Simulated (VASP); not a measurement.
# TiAl3 (Pmm2) in VASP: notebook, part 2 of 2

VASP 6.6.1. The steps go on from the part before.

### 3 Single point, r2SCAN

File POSCAR:

```
TiAl3
1.0
    2.8396770000      0.0000000000      0.0000000000
    0.0000000000      4.6812640000      0.0000000000
    0.0000000000      0.0000000000      4.9007420000
Ti Al
1 3
Direct
    0.0000000000      0.5000000000      0.1659160000
    0.5000000000      0.5000000000      0.6672710000
    0.5000000000      0.0000000000      0.3309120000
    0.0000000000      0.0000000000      0.8359000000
```

File INCAR.step1:

```
SYSTEM = TiAl3
PREC = Accurate ; ENCUT = 520
ISMEAR = 0 ; SIGMA = 0.1
LREAL = .False. ; LASPH = .True.
NELM = 80 ; NBANDS = 18
GGA = PE ; ALGO = Normal
EDIFF = 1E-4 ; LWAVE = .True.
LCHARG = .False.
```

File INCAR.step2:

```
SYSTEM = TiAl3
PREC = Accurate ; ENCUT = 520
EDIFF = 1E-6 ; ISMEAR = 0
SIGMA = 0.1 ; LREAL = .False.
LASPH = .True. ; NELM = 80
ALGO = Normal ; ISIF = 2
LWAVE = .False. ; LCHARG = .True.
METAGGA = R2SCAN ; LMIXTAU = .True.
LELF = .True. ; LVHAR = .True.
NBANDS = 18 ; ISTART = 1
```

File KPOINTS:

```
Automatic mesh
0
Gamma
  14 10 10
  0 0 0
```

Potentials or basis: VASP PAW PBE potentials, release 64 (Ti_sv, Al).

Run with:

```console
cat potpaw_PBE.64/Ti_sv/POTCAR potpaw_PBE.64/Al/POTCAR > POTCAR
cp INCAR.step1 INCAR
mpirun -np 1 vasp_std > vasp.out
cp INCAR.step2 INCAR
mpirun -np 1 vasp_std > vasp.out
```

OUTCAR:

```text
SYSTEM = TiAl3
   PREC = Accurate
   ENCUT = 520
   EDIFF = 1E-6
   ISMEAR = 0
   LREAL = .False.
   LASPH = .True.
   NELM = 80
   ISIF = 2
   METAGGA = R2SCAN
   ISTART = 1

 ion  position               nearest neighbor table
   1  0.000  0.500  0.166-   2 2.83   2 2.83   2 2.84   2 2.84   4 2.85   4 2.85   3 2.85   3 2.85
                             3 2.85   3 2.85
   2  0.500  0.500  0.667-   1 2.83   1 2.83   1 2.84   1 2.84   4 2.86   4 2.86   4 2.86   4 2.86
                             3 2.86   3 2.86
[... 712 lines left out ...]
  --------------------------------------------------------------------------------------
  -------------------------------------------------------------------------------------
  Total       -1.5319651     -0.6801575     -0.5407075      0.0000000      0.0000000      0.0000000
  in kB      -37.6760643    -16.7273116    -13.2977781      0.0000000      0.0000000      0.0000000
  external PRESSURE =     -22.5670513 kB  Pullay stress =       0.0000000 kB

 VOLUME and BASIS-vectors are now :
 -----------------------------------------------------------------------------
  energy-cutoff  :      520.00
  volume of cell :       65.15
      direct lattice vectors                 reciprocal lattice vectors
     2.839677000  0.000000000  0.000000000     0.352152727  0.000000000  0.000000000
     0.000000000  4.681264000  0.000000000     0.000000000  0.213617519  0.000000000
     0.000000000  0.000000000  4.900742000     0.000000000  0.000000000  0.204050734

 POSITION                                       TOTAL-FORCE (eV/Angst)
 -----------------------------------------------------------------------------------
      0.00000      2.34063      0.81311         0.000000      0.000000     -0.015499
      1.41984      2.34063      3.27012         0.000000      0.000000     -0.020656
      1.41984      0.00000      1.62171         0.000000      0.000000      0.051391
      0.00000      0.00000      4.09653         0.000000      0.000000     -0.015235
 -----------------------------------------------------------------------------------
    total drift:                               -0.000000      0.000000     -0.001208

  FREE ENERGIE OF THE ION-ELECTRON SYSTEM (eV)
  ---------------------------------------------------
  free  energy   TOTEN  =       -34.2033884499 eV

  energy  without entropy=      -34.1905052626  energy(sigma->0) =      -34.19694686
```

OUTCAR.step1:

```text
SYSTEM = TiAl3
   PREC = Accurate
   ENCUT = 520
   ISMEAR = 0
   LREAL = .False.
   LASPH = .True.
[... 739 lines left out ...]
      1.41984      2.34063      3.27012         0.000000      0.000000     -0.001182
      1.41984      0.00000      1.62171         0.000000      0.000000      0.035032
      0.00000      0.00000      4.09653         0.000000      0.000000      0.011387
 -----------------------------------------------------------------------------------
    total drift:                                0.000000      0.000000      0.000575

  FREE ENERGIE OF THE ION-ELECTRON SYSTEM (eV)
  ---------------------------------------------------
  free  energy   TOTEN  =       -20.0401680898 eV

  energy  without entropy=      -20.0261289861  energy(sigma->0) =      -20.03314854
```

It took 13 min on 1 thread of Intel Xeon Platinum 8259CL at 2.50GHz (Skylake/Cascade Lake), shared host; peak memory 0.43 GiB.

What came out:

| Property | Result |
| --- | --- |
| Free energy | -34.2034 eV |
| Pressure | -2.3 GPa |
| Largest force | 0.051 eV/Å |

Forces in eV/Å, atoms in the order of the input:
```
Ti   0.000  0.000 -0.015
Al   0.000  0.000 -0.021
Al   0.000  0.000  0.051
Al   0.000  0.000 -0.015
```

Caveat: the PAW data sets were made with another functional, which shifts forces and pressure a little.

### 4 Single point, r2SCAN

POSCAR is that of step 3.

File INCAR.step1:

```
PREC = Accurate
ENCUT = 520
ISMEAR = 0
SIGMA = 0.1
LREAL = False
LASPH = True
NELM = 60
NBANDS = 18
GGA = PE
ALGO = Normal
EDIFF = 1E-4
LWAVE = True
LCHARG = False
```

File INCAR.step2:

```
PREC = Accurate
ENCUT = 520
EDIFF = 1E-6
ISMEAR = 0
SIGMA = 0.1
LREAL = False
LASPH = True
NELM = 60
ALGO = Normal
ISIF = 2
LWAVE = False
LCHARG = False
METAGGA = R2SCAN
LMIXTAU = True
NBANDS = 18
ISTART = 1
```

File KPOINTS:

```
regular mesh
0
Gamma
  14 10 10
```

Run with:

```console
cat potpaw_PBE.64/Ti_sv/POTCAR potpaw_PBE.64/Al/POTCAR > POTCAR
cp INCAR.step1 INCAR
mpirun -np 1 vasp_std > vasp.out
cp INCAR.step2 INCAR
mpirun -np 1 vasp_std > vasp.out
```

Wall time 14 min (1 thread of Intel Xeon Platinum 8259CL at 2.50GHz (Skylake/Cascade Lake), shared host); peak memory 0.43 GiB.

Results (log left out):

```yaml
Free_energy: -34.2034 eV
Pressure: -2.3 GPa
Largest_force: 0.051 eV/Å
```

Forces in eV/Å, atoms in the order of the input:
```
Ti   0.000  0.000 -0.015
Al   0.000  0.000 -0.021
Al   0.000  0.000  0.051
Al   0.000  0.000 -0.015
```

Stress tensor (GPa, compression positive):
```
-3.77  0.00  0.00
 0.00 -1.67  0.00
 0.00  0.00 -1.33
```

Levels at points of the mesh, in eV from the Fermi level:
```
           k point  band 7  band 8  band 9  band 10  band 11  band 12  band 13  band 14  band 15  band 16
(0.00, 0.00, 0.00)   -4.11   -3.84   -2.77    -0.81    -0.41     2.58     2.63     2.85     2.88     3.30
(0.50, 0.00, 0.00)   -2.26   -2.10   -1.84     0.42     0.65     0.71     1.37     1.63     2.50     2.80
(0.00, 0.50, 0.00)   -3.76   -3.27   -2.20    -1.66    -0.14     2.47     2.59     2.89     3.30     4.97
(0.50, 0.50, 0.00)   -3.96   -3.52   -1.74    -0.50    -0.27     0.87     1.16     1.40     3.48     3.99
(0.00, 0.00, 0.50)   -3.68   -2.34   -2.18    -1.27    -0.31     2.44     2.46     2.65     3.40     4.38
(0.50, 0.00, 0.50)   -4.09   -3.71   -1.36    -0.20    -0.06     0.63     1.21     2.13     3.43     3.84
(0.00, 0.50, 0.50)   -7.48   -5.16   -0.18     0.00     0.85     2.50     2.50     3.91     5.35     5.55
(0.50, 0.50, 0.50)   -3.66   -3.48   -3.06    -2.92    -1.00    -0.21     1.13     2.26     2.60     2.79
```

Caveat: the PAW data sets were made with another functional, which shifts forces and pressure a little.

### 5 Single point, r2SCAN

POSCAR is that of step 4.

File INCAR.step1:

```
SYSTEM = TiAl3
ALGO = Normal ; EDIFF = 1E-4
ENCUT = 520 ; GGA = PE
ISMEAR = 1 ; LASPH = .True.
LCHARG = .False. ; LREAL = .False.
LWAVE = .True. ; NBANDS = 18
NELM = 80 ; PREC = Accurate
SIGMA = 0.3
```

File INCAR.step2:

```
SYSTEM = TiAl3
ALGO = Normal ; EDIFF = 1E-7
ENCUT = 520 ; ISIF = 2
ISMEAR = 1 ; ISTART = 1
LASPH = .True. ; LCHARG = .False.
LMIXTAU = .True. ; LREAL = .False.
LWAVE = .False. ; METAGGA = R2SCAN
NBANDS = 18 ; NELM = 80
PREC = Accurate ; SIGMA = 0.3
```

File KPOINTS:

```
k-points
0
Gamma
  14 10 10
  0 0 0
```

Run with:

```console
cat potpaw_PBE.64/Ti_sv/POTCAR potpaw_PBE.64/Al/POTCAR > POTCAR
cp INCAR.step1 INCAR
mpirun -np 1 vasp_std > vasp.out
cp INCAR.step2 INCAR
mpirun -np 1 vasp_std > vasp.out
```

Wall time 35 min (1 thread of AMD EPYC 7R43 (Zen 3), shared host); peak memory 0.4 GiB.

It converged, with:

| Property | Result |
| --- | --- |
| Free energy | -34.1975 eV |
| Pressure | -2.3 GPa |
| Largest force | 0.055 eV/Å |

Forces on the atoms (eV/Å):
```
Ti   0.000  0.000 -0.015
Al   0.000  0.000 -0.018
Al   0.000  0.000  0.055
Al   0.000  0.000 -0.022
```

Stress tensor (GPa, compression positive):
```
-3.65  0.00  0.00
 0.00 -1.81  0.00
 0.00  0.00 -1.37
```

Levels at points of the mesh, in eV from the Fermi level:
```csv
k point,band 8,band 9,band 10,band 11,band 12,band 13,band 14,band 15
"(0.00, 0.00, 0.00)",-3.84,-2.77,-0.81,-0.41,2.58,2.63,2.85,2.88
"(0.50, 0.00, 0.00)",-2.10,-1.84,0.42,0.64,0.71,1.37,1.63,2.50
"(0.00, 0.50, 0.00)",-3.27,-2.20,-1.66,-0.14,2.46,2.59,2.89,3.30
"(0.50, 0.50, 0.00)",-3.52,-1.74,-0.50,-0.27,0.87,1.16,1.40,3.48
"(0.00, 0.00, 0.50)",-2.34,-2.18,-1.27,-0.31,2.43,2.46,2.64,3.41
"(0.50, 0.00, 0.50)",-3.71,-1.36,-0.20,-0.06,0.63,1.21,2.13,3.43
"(0.00, 0.50, 0.50)",-5.16,-0.18,0.00,0.85,2.49,2.49,3.91,5.35
"(0.50, 0.50, 0.50)",-3.48,-3.06,-2.92,-1.00,-0.21,1.13,2.26,2.60
```

Caveat: the PAW data sets were made with another functional, which shifts forces and pressure a little.

### 6 Single point, r2SCAN

POSCAR is that of step 5.

File INCAR.step1:

```
SYSTEM = TiAl3
  PREC = Accurate
  ENCUT = 520
  ISMEAR = -5
  SIGMA = 0.1
  LREAL = .FALSE.
  LASPH = .TRUE.
  NELM = 80
  NBANDS = 18
  GGA = PE
  ALGO = Normal
  EDIFF = 1E-4
  LWAVE = .TRUE.
  LCHARG = .FALSE.
```

File INCAR.step2:

```
SYSTEM = TiAl3
  PREC = Accurate
  ENCUT = 520
  EDIFF = 1E-6
  ISMEAR = -5
  SIGMA = 0.1
  LREAL = .FALSE.
  LASPH = .TRUE.
  NELM = 80
  ALGO = Normal
  ISIF = 2
  LWAVE = .FALSE.
  LCHARG = .FALSE.
  METAGGA = R2SCAN
  LMIXTAU = .TRUE.
  NBANDS = 18
  ISTART = 1
```

File KPOINTS:

```
Automatic mesh
0
G
  14 10 10
  0 0 0
```

Potentials or basis: VASP PAW PBE potentials, release 64 (Ti_sv, Al).

Run with:

```console
cat potpaw_PBE.64/Ti_sv/POTCAR potpaw_PBE.64/Al/POTCAR > POTCAR
cp INCAR.step1 INCAR
mpirun -np 1 vasp_std > vasp.out
cp INCAR.step2 INCAR
mpirun -np 1 vasp_std > vasp.out
```

Run time: 32 min. Hardware: 1 thread of AMD EPYC 7R43 (Zen 3), shared host; peak memory 0.4 GiB.

It converged, with:

```
Free energy   : -34.1981 eV
Pressure      : -2.3 GPa
Largest force : 0.059 eV/Å
```

Forces on the atoms (eV/Å):
```
Ti   0.000  0.000 -0.012
Al   0.000  0.000 -0.012
Al   0.000  0.000  0.059
Al   0.000  0.000 -0.036
```

Stress tensor (GPa, compression positive):
```
-3.50  0.00  0.00
 0.00 -1.97  0.00
 0.00  0.00 -1.43
```

Levels at points of the mesh, in eV from the Fermi level:
```csv
k point,band 9,band 10,band 11,band 12,band 13,band 14
"(0.00, 0.00, 0.00)",-2.74,-0.78,-0.38,2.61,2.65,2.88
"(0.50, 0.00, 0.00)",-1.82,0.45,0.68,0.74,1.40,1.67
"(0.00, 0.50, 0.00)",-2.17,-1.63,-0.11,2.49,2.62,2.91
"(0.50, 0.50, 0.00)",-1.71,-0.47,-0.24,0.89,1.19,1.43
"(0.00, 0.00, 0.50)",-2.15,-1.24,-0.28,2.46,2.49,2.67
"(0.50, 0.00, 0.50)",-1.34,-0.17,-0.03,0.66,1.24,2.16
"(0.00, 0.50, 0.50)",-0.15,0.03,0.88,2.52,2.52,3.94
"(0.50, 0.50, 0.50)",-3.03,-2.89,-0.97,-0.18,1.16,2.29
```

Caveat: the PAW data sets were made with another functional, which shifts forces and pressure a little; tetrahedron occupations give inexact forces and stress in metals.

### 7 Overview

| smearing | gap on the mesh (eV) | pressure (GPa) | largest force (eV/Å) |
| --- | --- | --- | --- |
| fermi-dirac 0.02 eV | none | -2.3 | 0.05 |
| gaussian 0.1 eV | none | -2.3 | 0.05 |
| methfessel-paxton 0.3 eV | none | -2.3 | 0.05 |
| tetrahedron | none | -2.3 | 0.06 |

Alike in all rows: task single point; level r2SCAN; potentials or basis VASP PAW PBE potentials, release 64 (Ti_sv, Al); no spin polarisation; cell as given; k mesh 14 × 10 × 10; cutoff (eV) 520.

Every run on the cell as given and a fine mesh finds a metal.

Caveats: the PAW data sets were made with another functional, which shifts forces and pressure a little; tetrahedron occupations give inexact forces and stress in metals (some runs).

Absolute energies hang on the potentials; compare differences alone.
